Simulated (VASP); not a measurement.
Write the native input for VASP 6.6.1 that does the following.

| Item | Value |
| --- | --- |
| Task | single point |
| Functional | LDA |
| Potentials or basis | VASP PAW LDA potentials, release 64 (Mg, S) |
| Cutoff | 600 eV |
| k mesh | 4 × 4 × 4 |
| Occupations | gaussian, width 0.01 eV |
| Spin | no spin polarisation |
| Dipole correction | no |
| Further INCAR settings | ALGO = Normal; EDIFF = 1e-06; NBANDS = 11 |

The structure of MgS lies in POSCAR:

```
MgS
1.0
    0.0000000000      2.8331200000      2.8331200000
    2.8331200000      0.0000000000      2.8331200000
    2.8331200000      2.8331200000      0.0000000000
Mg S
1 1
Direct
    0.0000000000      0.0000000000      0.0000000000
    0.2500000000      0.2500000000      0.2500000000
```

One way to write it, as run:

INCAR

```
PREC = Accurate ; ENCUT = 600
EDIFF = 1E-6 ; ISMEAR = 0
SIGMA = 0.01 ; LREAL = False
LASPH = True ; NELM = 120
ALGO = Normal ; ISIF = 2
LWAVE = False ; LCHARG = False
NBANDS = 11 ; GGA_COMPAT = False
```

KPOINTS

```
Automatic mesh
0
Gamma
  4 4 4
```

Potentials or basis: VASP PAW LDA potentials, release 64 (Mg, S).

Run with:

```console
$ cat potpaw_LDA.64/Mg/POTCAR potpaw_LDA.64/S/POTCAR > POTCAR
$ mpirun -np 1 vasp_std > vasp.out
```

It gave:

* Pressure: -2.4 GPa
* Band gap on the k mesh: 3.18 eV

Caveat: the k points lie up to 0.48 Å⁻¹ apart.

It took 9 s on 1 thread of Intel(R) Xeon(R) Platinum 8375C CPU @ 2.90GHz (Ice Lake), on a shared host, peak memory 0.15 GiB.
